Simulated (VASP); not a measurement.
CO2:

```
CELL_PARAMETERS angstrom
2.56685 -2.32399 0.00000
2.56685 2.32399 0.00000
0.00000 0.00000 6.21866
ATOMIC_POSITIONS crystal
C 0.00000 0.00000 0.00000
C 0.50000 0.50000 0.50000
O 0.79736 0.20264 0.89101
O 0.20264 0.79736 0.10899
O 0.70264 0.29736 0.39101
O 0.29736 0.70264 0.60899
```

```yaml
Program: VASP 6.6.1
Task: relaxation of cell and atoms
Functional: LDA
Potentials_or_basis: VASP PAW LDA potentials, release 64 (C, O)
Cutoff: 600 eV
k_mesh: 8 × 8 × 4
Occupations: gaussian, width 0.02 eV
Spin: no spin polarisation
```

At the start: pressure 2.0 GPa; volume 12.37 Å³/atom.

Task: Where does the relaxation end?

Result: Over 11 steps the energy falls by 2.6 meV/atom and the volume is 11.93 Å³/atom (-3.6 %); space group Cmce (No. 64, to 0.05 Å).

The path:
```tsv
step	energy change (eV)	largest force (eV/Å)	pressure (GPa)	volume (Å³)
1	0.0000	0.7711	1.96	74.19
2	0.4069	4.2095	-14.82	75.82
3	-0.0099	0.0139	-0.64	74.40
4	-0.0100	0.0273	-0.49	74.39
5	-0.0100	0.0408	-0.45	74.38
6	-0.0111	0.0393	-0.40	74.07
7	-0.0137	0.0362	-0.23	73.12
8	-0.0153	0.0348	0.18	71.26
9	-0.0154	0.0349	0.11	71.56
10	-0.0107	0.4961	-1.68	71.59
11	-0.0154	0.0023	0.00	71.56
```

Final structure:
```cif
data_structure
_symmetry_space_group_name_H-M 'P 1'
_symmetry_Int_Tables_number 1
_cell_length_a 3.4229
_cell_length_b 3.4229
_cell_length_c 6.1346
_cell_angle_alpha 90.000
_cell_angle_beta 90.000
_cell_angle_gamma 84.627
_cell_volume 71.56
loop_
_atom_site_label
_atom_site_type_symbol
_atom_site_fract_x
_atom_site_fract_y
_atom_site_fract_z
_atom_site_occupancy
C1 C 0.00000 0.00000 0.00000 1
C2 C 0.50000 0.50000 0.50000 1
O1 O 0.79404 0.20596 0.88932 1
O2 O 0.20596 0.79404 0.11068 1
O3 O 0.70596 0.29404 0.38932 1
O4 O 0.29404 0.70596 0.61068 1
```
